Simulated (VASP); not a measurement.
# Mn (Im-3m) in VASP: single point with PBE

Aim: the single point of Mn with PBE.

Everything below comes from runs of VASP 6.6.1. Logs are shortened: lines on timing, memory, paths and dates and some standing lists are left out, and cuts for length are marked.

### 1 The cell of the first run

Symmetry: Im-3m, No. 229, cubic system. The conventional cell has a = 2.880 Å, b = 2.880 Å, c = 2.880 Å, α = 90.00°, β = 90.00°, γ = 90.00°. Mn (site symmetry m-3m) has 14 Mn at 2.49 to 2.88 Å within 3.3 Å.

This isn't the form of Mn at room conditions, which is a 58-atom cubic cell.

### 2 Single point, PBE, collinear spin, antiferromagnetic start

File INCAR:

```
PREC = Accurate
ENCUT = 500
EDIFF = 1E-6
ISMEAR = -1
SIGMA = 0.1
LREAL = F
LASPH = T
NELM = 200
ALGO = Normal
ISIF = 2
LWAVE = F
LCHARG = F
ISPIN = 2
MAGMOM = 2.5 -2.5
LORBIT = 11
LMAXMIX = 4
GGA = PE
NBANDS = 24
GGA_COMPAT = F
```

File KPOINTS:

```
Automatic mesh
0
Gamma
  4 4 4
```

File POSCAR:

```
Mn
1.0
    2.8800000000      0.0000000000      0.0000000000
    0.0000000000      2.8800000000      0.0000000000
    0.0000000000      0.0000000000      2.8800000000
Mn
2
Direct
    0.0000000000      0.0000000000      0.0000000000
    0.5000000000      0.5000000000      0.5000000000
```

Potentials or basis: VASP PAW PBE potentials, release 64 (Mn_pv).

Command:

```console
> cat potpaw_PBE.64/Mn_pv/POTCAR > POTCAR
> mpirun -np 1 vasp_std > vasp.out
```

OUTCAR:

```text
PREC = Accurate
   ENCUT = 500
   EDIFF = 1E-6
   ISMEAR = -1
   LREAL = F
   LASPH = T
   NELM = 200
   ISIF = 2
   ISPIN = 2
   LORBIT = 11
   GGA = PE

 ion  position               nearest neighbor table
   1  0.000  0.000  0.000-   2 2.49   2 2.49   2 2.49   2 2.49   2 2.49   2 2.49   2 2.49   2 2.49

   2  0.500  0.500  0.500-   1 2.49   1 2.49   1 2.49   1 2.49   1 2.49   1 2.49   1 2.49   1 2.49

  LATTYP: Found a simple cubic cell.
 ALAT       =     2.8800000000

  Lattice vectors:

 A1 = (   2.8800000000,   0.0000000000,   0.0000000000)
 A2 = (   0.0000000000,   2.8800000000,   0.0000000000)
 A3 = (   0.0000000000,   0.0000000000,   2.8800000000)

Analysis of symmetry for initial positions (statically):
=====================================================================
 Subroutine PRICEL returns following result:

  LATTYP: Found a body centered cubic cell.
 ALAT       =     2.8800000000

  Lattice vectors:

 A1 = (   1.4400000000,   1.4400000000,  -1.4400000000)
 A2 = (  -1.4400000000,   1.4400000000,   1.4400000000)
 A3 = (   1.4400000000,  -1.4400000000,   1.4400000000)

   2 primitive cells build up your supercell.

 Routine SETGRP: Setting up the symmetry group for a
 simple cubic supercell.

 Subroutine GETGRP returns: Found 48 space group operations
 (whereof 48 operations were pure point group operations)
 out of a pool of 48 trial point group operations.

The static configuration has the point symmetry O_h .

Analysis of symmetry for dynamics (positions and initial velocities):
=====================================================================
 Subroutine PRICEL returns following result:

  LATTYP: Found a body centered cubic cell.
 ALAT       =     2.8800000000

  Lattice vectors:

 A1 = (   1.4400000000,   1.4400000000,  -1.4400000000)
 A2 = (  -1.4400000000,   1.4400000000,   1.4400000000)
 A3 = (   1.4400000000,  -1.4400000000,   1.4400000000)

   2 primitive cells build up your supercell.

 Routine SETGRP: Setting up the symmetry group for a
 simple cubic supercell.

 Subroutine GETGRP returns: Found 48 space group operations
 (whereof 48 operations were pure point group operations)
 out of a pool of 48 trial point group operations.

The dynamic configuration has the point symmetry O_h .

Analysis of structural, dynamic, and magnetic symmetry:
=====================================================================
 Subroutine PRICEL returns following result:

  LATTYP: Found a body centered cubic cell.
 ALAT       =     2.8800000000

  Lattice vectors:

 A1 = (   1.4400000000,   1.4400000000,  -1.4400000000)
 A2 = (  -1.4400000000,   1.4400000000,   1.4400000000)
 A3 = (   1.4400000000,  -1.4400000000,   1.4400000000)

   2 primitive cells build up your supercell.

 Routine SETGRP: Setting up the symmetry group for a
 simple cubic supercell.

 Subroutine GETGRP returns: Found 48 space group operations
 (whereof 48 operations were pure point group operations)
 out of a pool of 48 trial point group operations.

The overall configuration has the point symmetry O_h .

 Subroutine INISYM returns: Found 48 space group operations
 (whereof 48 operations are pure point group operations),
 and found     2 'primitive' translations

----------------------------------------------------------------------------------------

                                     Primitive cell

  volume of cell :      11.9439

  direct lattice vectors                    reciprocal lattice vectors
     1.440000000  1.440000000 -1.440000000     0.347222222  0.347222222  0.000000000
    -1.440000000  1.440000000  1.440000000     0.000000000  0.347222222  0.347222222
     1.440000000 -1.440000000  1.440000000     0.347222222  0.000000000  0.347222222

  length of vectors
     2.494153163  2.494153163  2.494153163     0.491046376  0.491046376  0.491046376

  position of ions in fractional coordinates (direct lattice)
     0.000000000  0.000000000  0.000000000

  ion indices of the primitive-cell ions
   primitive index   ion index
                 1           1

----------------------------------------------------------------------------------------

 KPOINTS: Automatic mesh

Automatic generation of k-mesh.
 Grid dimensions read from file:
 generate k-points for:    4    4    4

 Generating k-lattice:

  Cartesian coordinates                     Fractional coordinates (reciprocal lattice)
     0.086805556  0.000000000  0.000000000     0.250000000  0.000000000  0.000000000
     0.000000000  0.086805556  0.000000000     0.000000000  0.250000000  0.000000000
     0.000000000  0.000000000  0.086805556     0.000000000  0.000000000  0.250000000

  Length of vectors
     0.086805556  0.086805556  0.086805556

  Shift w.r.t. Gamma in fractional coordinates (k-lattice)
     0.000000000  0.000000000  0.000000000

 Subroutine IBZKPT returns following result:
 ===========================================

 Found     10 irreducible k-points:

 Following reciprocal coordinates:
            Coordinates               Weight
  0.000000  0.000000  0.000000      1.000000
  0.250000  0.000000  0.000000      6.000000
  0.500000  0.000000  0.000000      3.000000
  0.250000  0.250000  0.000000     12.000000
  0.500000  0.250000  0.000000     12.000000
  0.500000  0.500000  0.000000      3.000000
  0.250000  0.250000  0.250000      8.000000
  0.500000  0.250000  0.250000     12.000000
  0.500000  0.500000  0.250000      6.000000
  0.500000  0.500000  0.500000      1.000000
   k-points           NKPTS =     10   k-points in BZ     NKDIM =     10   number of bands    NBANDS=     24
   number of dos      NEDOS =    301   number of ions     NIONS =      2
   total plane-waves  NPLWV =  13824
   dimension x,y,z NGX =    24 NGY =   24 NGZ =   24
   dimension x,y,z NGXF=    48 NGYF=   48 NGZF=   48
   ions per type =               2
   NGX,Y,Z   is equivalent  to a cutoff of  13.85, 13.85, 13.85 a.u.
   NGXF,Y,Z  is equivalent  to a cutoff of  27.71, 27.71, 27.71 a.u.
 SYSTEM =  unknown system
   PREC   = accura    normal or accurate (medium, high low for compatibility)
   ISTART =      0    job   : 0-new  1-cont  2-samecut
   ICHARG =      2    charge: 1-file 2-atom 10-const
   ISPIN  =      2    spin polarized calculation?
   LNONCOLLINEAR =      F non collinear calculations
   LSORBIT =      F    spin-orbit coupling
   LASPH  =      T    aspherical Exc in radial PAW
   ENCUT  =  500.0 eV  36.75 Ry    6.06 a.u.   5.25  5.25  5.25*2*pi/ulx,y,z
   NELM   =    200;   NELMIN=  2; NELMDL= -5     # of ELM steps
   EDIFF  = 0.1E-05   stopping-criterion for ELM
   LREAL  =      F    real-space projection
   EDIFFG = 0.1E-04   stopping-criterion for IOM
   NSW    =      0    number of steps for IOM
   IBRION =     -1    ionic relax: 0-MD 1-quasi-New 2-CG
   NFREE  =      0    steps in history (QN), initial steepest desc. (CG)
   ISIF   =      2    stress and relaxation
   ISYM   =      2    0-nonsym 1-usesym 2-fastsym
   POTIM  = 0.5000    time-step for ionic-motion
   TEBEG  =    0.0;   TEEND  =   0.0 temperature during run
   PSTRESS=    0.0 pullay stress
   NELECT =      26.0000    total number of electrons
   NUPDOWN=      -1.0000    fix difference up-down
   EMIN   =  10.00;   EMAX   =-10.00  energy-range for DOS
   EFERMI =   0.00;   METHOD = LEGACY
   ISMEAR =    -1;   SIGMA  =   0.10  broadening in eV -4-tet -1-fermi 0-gaus
   EFERMI_NEDOS =   21; number of points for ismear=-14 and -15
   IALGO  =     38    algorithm
   IMIX   =      4    mixing-type and parameters
     AMIX     =   0.40;   BMIX     =  1.00
     AMIX_MAG =   1.60;   BMIX_MAG =  1.00
  volume/ion in A,a.u.               =      11.94        80.60
  Fermi-wavevector in a.u.,A,eV,Ry     =   1.683992  3.182284 38.583815  2.835830
  Thomas-Fermi vector in A             =   2.767094
   LORBIT       =     11    0 simple, 1 ext, 2 COOP (PROOUT), +10 PAW based schemes
   GGA     = PE    functional components
   LHFCALC =     F    Hartree Fock is set to
   AEXX    =    0.0000 exact exchange contribution
   IVDW    =     0    specifies the selected vdW correction
   LEPSILON=     F    determine dielectric tensor
   LRPA    =     F    only Hartree local field effects (RPA)
 spin polarized calculation
  energy-cutoff  :      500.00
  volume of cell :       23.89
 maximum number of plane-waves:       627
 NGX is ok and might be reduce to    24
   NGX = 11   NGY = 11   NGZ = 11

 number of electron      25.9999983 magnetization       0.0000000

 number of electron      25.9999983 magnetization      -0.0000000

 Free energy of the ion-electron system (eV)
  ---------------------------------------------------
  ext. energy  EPLUGINS =         0.00000000
  ---------------------------------------------------
  free energy    TOTEN  =       -17.61565875 eV

  energy without entropy =      -17.47676582  energy(sigma->0) =      -17.54621228

 E-fermi :   9.8058     XC(G=0): -13.3289

 val. band max:        9.7848748163   @ k =   0.5000   0.2500   0.2500
 cond. band min:       9.8403983929   @ k =   0.2500   0.2500   0.0000
 fundamental gap:      0.0555235767
 Fermi energy:         9.8058285345

 spin component 1

 k-point     1 :       0.0000    0.0000    0.0000
  band No.  band energies     occupation
      1     -39.5558      1.00000
      2     -39.5558      1.00000
      3     -39.5558      1.00000
      4     -37.1167      1.00000
      5     -37.1167      1.00000
      6     -37.1167      1.00000
[... 259 lines left out ...]
     23      20.0102      0.00000
     24      21.1076      0.00000
 Fermi energy:         9.8058285345

 spin component 2

 k-point     1 :       0.0000    0.0000    0.0000
  band No.  band energies     occupation
      1     -39.5558      1.00000
      2     -39.5558      1.00000
      3     -39.5558      1.00000
      4     -37.1167      1.00000
      5     -37.1167      1.00000
      6     -37.1167      1.00000
[... 259 lines left out ...]
     23      20.0102      0.00000
     24      21.1076      0.00000

------------------------ aborting loop because EDIFF is reached ----------------------------------------

  FORCE on cell =-STRESS in cart. coord.  units (eV):
  Direction    XX          YY          ZZ          XY          YZ          ZX
  --------------------------------------------------------------------------------------
  -------------------------------------------------------------------------------------
  Total        0.3911952      0.3911952      0.3911952      0.0000000      0.0000000     -0.0000000
  in kB       26.2377501     26.2377501     26.2377501      0.0000000      0.0000000     -0.0000000
  external PRESSURE =      26.2377501 kB  Pullay stress =       0.0000000 kB

 VOLUME and BASIS-vectors are now :
 -----------------------------------------------------------------------------
  energy-cutoff  :      500.00
  volume of cell :       23.89
      direct lattice vectors                 reciprocal lattice vectors
     2.880000000  0.000000000  0.000000000     0.347222222  0.000000000  0.000000000
     0.000000000  2.880000000  0.000000000     0.000000000  0.347222222  0.000000000
     0.000000000  0.000000000  2.880000000     0.000000000  0.000000000  0.347222222

 POSITION                                       TOTAL-FORCE (eV/Angst)
 -----------------------------------------------------------------------------------
      0.00000      0.00000      0.00000        -0.000000     -0.000000     -0.000000
      1.44000      1.44000      1.44000         0.000000      0.000000      0.000000
 -----------------------------------------------------------------------------------
    total drift:                                0.000000      0.000000     -0.000000

  FREE ENERGIE OF THE ION-ELECTRON SYSTEM (eV)
  ---------------------------------------------------
  free  energy   TOTEN  =       -17.6156587458 eV

  energy  without entropy=      -17.4767658215  energy(sigma->0) =      -17.54621228

 total charge

# of ion       s       p       d       tot
------------------------------------------
    1        0.395   6.337   5.079  11.811
    2        0.395   6.337   5.079  11.811
--------------------------------------------------
tot          0.791  12.673  10.158  23.622

 magnetization (x)

# of ion       s       p       d       tot
------------------------------------------
    1        0.030   0.029   2.239   2.297
    2       -0.030  -0.029  -2.239  -2.297
--------------------------------------------------
tot          0.000   0.000   0.000   0.000
```

Wall time 35 s (1 thread of Intel Xeon 8259CL, shared host); peak memory 0.14 GiB.

Results:

* Free energy: -17.6157 eV
* Pressure: 2.6 GPa
* Band gap on the k mesh: zero (filled and empty bands overlap)
* Net moment: 0.00 μB per cell
* Site moments: Mn +2.30, -2.30 μB
* Valence electrons inside the program's atomic spheres: Mn 11.81

Caveat: the k points lie up to 0.55 Å⁻¹ apart, too coarse for converged energies and pressures of a metal.
